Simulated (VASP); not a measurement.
# Hf (Im-3m) in VASP: further runs

Runs on Hf. Level: PBE. Tasks: single point.

Everything below comes from runs of VASP 6.6.1. Logs are shortened: lines on timing, memory, paths and dates and some standing lists are left out, and cuts for length are marked.

### Step 1. The cell of the first run

It takes space group Im-3m (No. 229, cubic). The conventional cell has a = 3.634 Å, b = 3.634 Å, c = 3.634 Å, α = 90.00°, β = 90.00°, γ = 90.00°. Hf (site symmetry m-3m) has 14 Hf at 3.15 to 3.63 Å within 4.1 Å.

### Step 2. Single point, PBE

File INCAR:

```
SYSTEM = Hf
ALGO     = Normal         ! electronic algorithm
EDIFF    = 1E-6           ! SCF threshold, eV
ENCUT    = 500            ! plane-wave cutoff, eV
GGA      = PE             ! functional
GGA_COMPAT= .False.      
ISIF     = 2              ! what is computed and relaxed
ISMEAR   = 1              ! smearing method
LASPH    = .True.         ! aspherical terms in the spheres
LCHARG   = .False.        ! write CHGCAR
LREAL    = .False.        ! projectors in reciprocal space
LWAVE    = .False.        ! write WAVECAR
NBANDS   = 11             ! bands
NELM     = 120            ! most SCF steps
PREC     = Accurate       ! precision mode
SIGMA    = 0.1            ! smearing width, eV
```

File KPOINTS:

```
k-points
0
Gamma
  11 11 11
  0 0 0
```

File POSCAR:

```
Hf
1.0
   -1.8169539908      1.8169539908      1.8169539908
    1.8169539908     -1.8169539908      1.8169539908
    1.8169539908      1.8169539908     -1.8169539908
Hf
1
Direct
    0.0000000000      0.0000000000      0.0000000000
```

Potentials or basis: VASP PAW PBE potentials, release 64 (Hf_pv).

Run with:

```sh
$ cat potpaw_PBE.64/Hf_pv/POTCAR > POTCAR
$ mpirun -np 1 vasp_std > vasp.out
```

OUTCAR:

```text
SYSTEM = Hf
   EDIFF = 1E-6
   ENCUT = 500
   GGA = PE
   ISIF = 2
   ISMEAR = 1
   LASPH = .True.
   LREAL = .False.
   NELM = 120
   PREC = Accurate

 ion  position               nearest neighbor table
   1  0.000  0.000  0.000-

  LATTYP: Found a body centered cubic cell.
 ALAT       =     3.6339079816

  Lattice vectors:

 A1 = (  -1.8169539908,   1.8169539908,   1.8169539908)
 A2 = (   1.8169539908,  -1.8169539908,   1.8169539908)
 A3 = (   1.8169539908,   1.8169539908,  -1.8169539908)

Analysis of symmetry for initial positions (statically):
=====================================================================
 Subroutine PRICEL returns:
 Original cell was already a primitive cell.

 Routine SETGRP: Setting up the symmetry group for a
 body centered cubic supercell.

 Subroutine GETGRP returns: Found 48 space group operations
 (whereof 48 operations were pure point group operations)
 out of a pool of 48 trial point group operations.

The static configuration has the point symmetry O_h .

Analysis of symmetry for dynamics (positions and initial velocities):
=====================================================================
 Subroutine PRICEL returns:
 Original cell was already a primitive cell.

 Routine SETGRP: Setting up the symmetry group for a
 body centered cubic supercell.

 Subroutine GETGRP returns: Found 48 space group operations
 (whereof 48 operations were pure point group operations)
 out of a pool of 48 trial point group operations.

The dynamic configuration has the point symmetry O_h .

 Subroutine INISYM returns: Found 48 space group operations
 (whereof 48 operations are pure point group operations),
 and found     1 'primitive' translations

----------------------------------------------------------------------------------------

                                     Primitive cell

  volume of cell :      23.9934

  direct lattice vectors                    reciprocal lattice vectors
    -1.816953991  1.816953991  1.816953991     0.000000000  0.275185834  0.275185834
     1.816953991 -1.816953991  1.816953991     0.275185834  0.000000000  0.275185834
     1.816953991  1.816953991 -1.816953991     0.275185834  0.275185834  0.000000000

  length of vectors
     3.147056627  3.147056627  3.147056627     0.389171539  0.389171539  0.389171539

  position of ions in fractional coordinates (direct lattice)
     0.000000000  0.000000000  0.000000000

  ion indices of the primitive-cell ions
   primitive index   ion index
                 1           1

----------------------------------------------------------------------------------------

 KPOINTS: k-points

Automatic generation of k-mesh.
 Grid dimensions read from file:
 generate k-points for:   11   11   11

 Generating k-lattice:

  Cartesian coordinates                     Fractional coordinates (reciprocal lattice)
     0.000000000  0.025016894  0.025016894     0.090909091  0.000000000  0.000000000
     0.025016894  0.000000000  0.025016894     0.000000000  0.090909091  0.000000000
     0.025016894  0.025016894  0.000000000     0.000000000  0.000000000  0.090909091

  Length of vectors
     0.035379231  0.035379231  0.035379231

  Shift w.r.t. Gamma in fractional coordinates (k-lattice)
     0.000000000  0.000000000  0.000000000

 Subroutine IBZKPT returns following result:
 ===========================================

 Found     56 irreducible k-points:

 Following reciprocal coordinates:
            Coordinates               Weight
  0.000000  0.000000  0.000000      1.000000
  0.090909  0.000000  0.000000     12.000000
  0.181818  0.000000  0.000000     12.000000
  0.272727  0.000000  0.000000     12.000000
  0.363636  0.000000  0.000000     12.000000
  0.454545  0.000000  0.000000     12.000000
[... 16 lines left out ...]
  0.272727  0.181818  0.090909     48.000000
  0.363636  0.181818  0.090909     24.000000
 [... further k-points ...]
   k-points           NKPTS =     56   k-points in BZ     NKDIM =     56   number of bands    NBANDS=     11
   number of dos      NEDOS =    301   number of ions     NIONS =      1
   total plane-waves  NPLWV =  13824
   dimension x,y,z NGX =    24 NGY =   24 NGZ =   24
   dimension x,y,z NGXF=    48 NGYF=   48 NGZF=   48
   ions per type =               1
   NGX,Y,Z   is equivalent  to a cutoff of  12.68, 12.68, 12.68 a.u.
   NGXF,Y,Z  is equivalent  to a cutoff of  25.36, 25.36, 25.36 a.u.
 SYSTEM =  Hf
   PREC   = accura    normal or accurate (medium, high low for compatibility)
   ISTART =      0    job   : 0-new  1-cont  2-samecut
   ICHARG =      2    charge: 1-file 2-atom 10-const
   ISPIN  =      1    spin polarized calculation?
   LNONCOLLINEAR =      F non collinear calculations
   LSORBIT =      F    spin-orbit coupling
   LASPH  =      T    aspherical Exc in radial PAW
   ENCUT  =  500.0 eV  36.75 Ry    6.06 a.u.   5.74  5.74  5.74*2*pi/ulx,y,z
   NELM   =    120;   NELMIN=  2; NELMDL= -5     # of ELM steps
   EDIFF  = 0.1E-05   stopping-criterion for ELM
   LREAL  =      F    real-space projection
   EDIFFG = 0.1E-04   stopping-criterion for IOM
   NSW    =      0    number of steps for IOM
   IBRION =     -1    ionic relax: 0-MD 1-quasi-New 2-CG
   NFREE  =      0    steps in history (QN), initial steepest desc. (CG)
   ISIF   =      2    stress and relaxation
   ISYM   =      2    0-nonsym 1-usesym 2-fastsym
   POTIM  = 0.5000    time-step for ionic-motion
   TEBEG  =    0.0;   TEEND  =   0.0 temperature during run
   PSTRESS=    0.0 pullay stress
   NELECT =      10.0000    total number of electrons
   NUPDOWN=      -1.0000    fix difference up-down
   EMIN   =  10.00;   EMAX   =-10.00  energy-range for DOS
   EFERMI =   0.00;   METHOD = LEGACY
   ISMEAR =     1;   SIGMA  =   0.10  broadening in eV -4-tet -1-fermi 0-gaus
   EFERMI_NEDOS =   21; number of points for ismear=-14 and -15
   IALGO  =     38    algorithm
   IMIX   =      4    mixing-type and parameters
     AMIX     =   0.40;   BMIX     =  1.00
     AMIX_MAG =   1.60;   BMIX_MAG =  1.00
  volume/ion in A,a.u.               =      23.99       161.92
  Fermi-wavevector in a.u.,A,eV,Ry     =   1.222862  2.310875 20.346047  1.495392
  Thomas-Fermi vector in A             =   2.357994
   LORBIT       =      0    0 simple, 1 ext, 2 COOP (PROOUT), +10 PAW based schemes
   GGA     = PE    functional components
   LHFCALC =     F    Hartree Fock is set to
   AEXX    =    0.0000 exact exchange contribution
   IVDW    =     0    specifies the selected vdW correction
   LEPSILON=     F    determine dielectric tensor
   LRPA    =     F    only Hartree local field effects (RPA)
 non-spin polarized calculation
 Methfessel and Paxton  Order N= 1 SIGMA  =   0.10
  energy-cutoff  :      500.00
  volume of cell :       23.99
 maximum number of plane-waves:       623
   NGX = 11   NGY = 11   NGZ = 11

 number of electron      10.0000000 magnetization

 number of electron       9.9999998 magnetization

 Free energy of the ion-electron system (eV)
  ---------------------------------------------------
  ext. energy  EPLUGINS =         0.00000000
  ---------------------------------------------------
  free energy    TOTEN  =        -9.69632806 eV

  energy without entropy =       -9.69412185  energy(sigma->0) =       -9.69559266

 E-fermi :   4.1228     XC(G=0): -10.9699

 val. band max:        4.0794580041   @ k =  -0.4545  -0.4545   0.0909
 cond. band min:       4.1263279333   @ k =   0.3636   0.1818   0.0909
 fundamental gap:      0.0468699292
 Fermi energy:         4.1228399058

 k-point     1 :       0.0000    0.0000    0.0000
  band No.  band energies     occupation
      1     -25.9897      2.00000
      2     -25.9897      2.00000
      3     -25.9897      2.00000
      4      -2.6908      2.00000
      5       5.5853     -0.00000
      6       5.5853     -0.00000
      7       5.5853     -0.00000
      8       8.1671      0.00000
      9       8.1671      0.00000
     10      17.0690      0.00000
     11      17.0690      0.00000

 k-point     2 :       0.0909    0.0000    0.0000
  band No.  band energies     occupation
      1     -26.0436      2.00000
      2     -26.0069      2.00000
      3     -25.9898      2.00000
      4      -2.4108      2.00000
      5       5.3944     -0.00000
      6       5.5007     -0.00000
      7       5.8596     -0.00000
      8       7.8886      0.00000
      9       8.1674      0.00000
     10      17.1185      0.00000
     11      17.3148      0.00000

 k-point     3 :       0.1818    0.0000    0.0000
  band No.  band energies     occupation
      1     -26.1858      2.00000
      2     -26.0527      2.00000
      3     -25.9901      2.00000
      4      -1.6276      2.00000
      5       4.9328     -0.00000
      6       5.1096     -0.00000
      7       6.6631      0.00000
      8       7.6106      0.00000
      9       8.2078      0.00000
     10      17.1156      0.00000
     11      17.5678      0.00000

 k-point     4 :       0.2727    0.0000    0.0000
  band No.  band energies     occupation
      1     -26.3663      2.00000
      2     -26.1121      2.00000
      3     -25.9906      2.00000
      4      -0.5359      2.00000
      5       4.4110     -0.00036
      6       4.5486     -0.00000
      7       7.7566      0.00000
      8       7.9291      0.00000
      9       8.3556      0.00000
     10      16.6662      0.00000
     11      17.0125      0.00000

 k-point     5 :       0.3636    0.0000    0.0000
  band No.  band energies     occupation
      1     -26.5272      2.00000
      2     -26.1661      2.00000
      3     -25.9910      2.00000
      4       0.4526      2.00000
      5       3.9910      2.06853
      6       4.4040     -0.00051
      7       8.0020      0.00000
      8       8.6148      0.00000
      9       9.4954      0.00000
     10      14.9303      0.00000
     11      15.2919      0.00000
[... 211 lines left out ...]
 k-point    21 :      -0.0909    0.0909    0.0909
  band No.  band energies     occupation
      1     -26.0606      2.00000
      2     -26.0243      2.00000
      3     -26.0243      2.00000
      4      -2.1359      2.00000
      5       5.4878     -0.00000
      6       5.4878     -0.00000
      7       5.8612     -0.00000
      8       7.2590      0.00000
      9       8.4813      0.00000
     10      17.1176      0.00000
     11      18.0000      0.00000

 k-point    22 :       0.1818    0.1818    0.0909
  band No.  band energies     occupation
      1     -26.4872      2.00000
      2     -26.1517      2.00000
      3     -26.0729      2.00000
      4       1.0584      2.00000
      5       3.6890      2.00000
      6       3.8241      2.00020
      7       8.2299      0.00000
      8       8.6822      0.00000
      9      10.4068      0.00000
     10      14.3531      0.00000
     11      16.8799      0.00000

 k-point    23 :       0.2727    0.1818    0.0909
  band No.  band energies     occupation
      1     -26.5168      2.00000
      2     -26.2373      2.00000
      3     -26.0878      2.00000
      4       1.9626      2.00000
      5       3.5217      2.00000
      6       3.8361      2.00039
      7       8.4191      0.00000
      8       8.8589      0.00000
      9      11.7482      0.00000
     10      12.2144      0.00000
     11      15.7900      0.00000

 k-point    24 :       0.3636    0.1818    0.0909
  band No.  band energies     occupation
      1     -26.5177      2.00000
      2     -26.2808      2.00000
      3     -26.0918      2.00000
      4       2.1890      2.00000
      5       3.4867      2.00000
      6       4.1263      0.94100
      7       8.4310      0.00000
      8       8.9526      0.00000
      9      11.0450      0.00000
     10      12.6738      0.00000
     11      15.2720      0.00000

 [... further k-points ...]
[... 5 lines left out ...]
  --------------------------------------------------------------------------------------
  -------------------------------------------------------------------------------------
  Total       -1.0597538     -1.0597538     -1.0597538     -0.0000000     -0.0000000     -0.0000000
  in kB      -70.7658587    -70.7658587    -70.7658587     -0.0000000     -0.0000000     -0.0000000
  external PRESSURE =     -70.7658587 kB  Pullay stress =       0.0000000 kB

 VOLUME and BASIS-vectors are now :
 -----------------------------------------------------------------------------
  energy-cutoff  :      500.00
  volume of cell :       23.99
      direct lattice vectors                 reciprocal lattice vectors
    -1.816953991  1.816953991  1.816953991     0.000000000  0.275185834  0.275185834
     1.816953991 -1.816953991  1.816953991     0.275185834  0.000000000  0.275185834
     1.816953991  1.816953991 -1.816953991     0.275185834  0.275185834  0.000000000

 POSITION                                       TOTAL-FORCE (eV/Angst)
 -----------------------------------------------------------------------------------
      0.00000      0.00000      0.00000         0.000000     -0.000000      0.000000
 -----------------------------------------------------------------------------------
    total drift:                                0.000000      0.000000      0.000000

  FREE ENERGIE OF THE ION-ELECTRON SYSTEM (eV)
  ---------------------------------------------------
  free  energy   TOTEN  =        -9.6963280633 eV

  energy  without entropy=       -9.6941218455  energy(sigma->0) =       -9.69559266
```

Wall time 19 s (1 thread of Intel Xeon 8259CL, shared host); peak memory 0.14 GiB.

What came out:

```yaml
Free_energy: -9.6963 eV
Pressure: -7.1 GPa
Band_gap_on_the_k_mesh: zero (band 5 reaches 5.59 eV, above the bottom of band 6 at 3.33 eV)
```

Levels at points of the mesh, in eV from the Fermi level:
```tsv
k point	band 1	band 2	band 3	band 4	band 5	band 6	band 7	band 8	band 9	band 10
(0.00, 0.00, 0.00)	-30.11	-30.11	-30.11	-6.81	1.46	1.46	1.46	4.04	4.04	12.95
```

Caveat: spin-orbit coupling is left out, which moves the levels of the heavy elements.

### Step 3. Single point, PBE

This run uses another cell than the first one, of 24.46 Å³/atom, 1.020 times its volume.

File INCAR:

```
PREC = Accurate ; ENCUT = 500
EDIFF = 1E-6 ; ISMEAR = 1
SIGMA = 0.1 ; LREAL = F
LASPH = T ; NELM = 120
ALGO = Normal ; ISIF = 2
LWAVE = F ; LCHARG = F
GGA = PE ; NBANDS = 11
GGA_COMPAT = F
```

File KPOINTS:

```
Automatic mesh
0
Gamma
  11 11 11
```

File POSCAR:

```
Hf
1.0
   -1.8287527239      1.8287527239      1.8287527239
    1.8287527239     -1.8287527239      1.8287527239
    1.8287527239      1.8287527239     -1.8287527239
Hf
1
Direct
    0.0000000000      0.0000000000      0.0000000000
```

Potentials or basis: VASP PAW PBE potentials, release 64 (Hf_pv).

Run with:

```sh
$ cat potpaw_PBE.64/Hf_pv/POTCAR > POTCAR
$ mpirun -np 1 vasp_std > vasp.out
```

Wall time 19 s (1 thread of Intel Xeon 8259CL, shared host); peak memory 0.14 GiB.

It converged, with:

```yaml
Free_energy: -9.6736 eV
Pressure: -8.4 GPa
Band_gap_on_the_k_mesh: zero (band 5 reaches 5.44 eV, above the bottom of band 6 at 3.23 eV)
```

Levels at points of the mesh, in eV from the Fermi level:
```tsv
k point	band 3	band 4	band 5	band 6	band 7	band 8
(0.00, 0.00, 0.00)	-30.20	-6.75	1.44	1.44	1.44	3.97
```

Caveat: spin-orbit coupling is left out, which moves the levels of the heavy elements.

(Part 1 of 2 ends here.)
